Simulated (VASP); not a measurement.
A run of VASP 6.6.1 is set up as follows.

File INCAR:

```
ALGO = Normal
EDIFF = 1E-7
EDIFFG = -0.05
ENCUT = 500
GGA = PS
GGA_COMPAT = F
IBRION = 2
ISIF = 3
ISMEAR = 0
IVDW = 12
LASPH = T
LCHARG = F
LREAL = F
LWAVE = F
NELM = 120
NELMIN = 4
NSW = 100
PREC = Accurate
SIGMA = 0.1
```

KPOINTS

```
k-points
0
Gamma
  8 8 8
```

The input POSCAR:

```
Ta
1.0
   -1.6400000000      1.6400000000      1.6400000000
    1.6400000000     -1.6400000000      1.6400000000
    1.6400000000      1.6400000000     -1.6400000000
Ta
1
Direct
    0.0000000000      0.0000000000      0.0000000000
```

Potentials or basis: VASP PAW PBE potentials, release 64 (Ta_pv).

Launch:

```bash
$ cat potpaw_PBE.64/Ta_pv/POTCAR > POTCAR
$ mpirun -np 1 vasp_std > vasp.out
```

**Question.** Estimate the relaxed cell.

**Answer.** a = 2.807 Å, b = 2.807 Å, c = 2.807 Å, α = 109.47°, β = 109.47°, γ = 109.47°.

**Question.** What does it give for the dispersion energy per atom?

**Answer.** -0.771 eV.

**Question.** What does it give for the relaxed volume?

**Answer.** 17.02 Å³/atom.

**Question.** Estimate the space group after relaxing (to 0.1 Å).

**Answer.** Im-3m (No. 229).

Final structure:
```yaml
crystal:
  lattice:
    - [-1.62056, 1.62056, 1.62056]
    - [1.62056, -1.62056, 1.62056]
    - [1.62056, 1.62056, -1.62056]
  atoms:
    - { symbol: Ta, position: [0.00000, 0.00000, 0.00000] }
```

Caveat: the PAW data sets were made with another functional, which shifts forces and pressure a little.
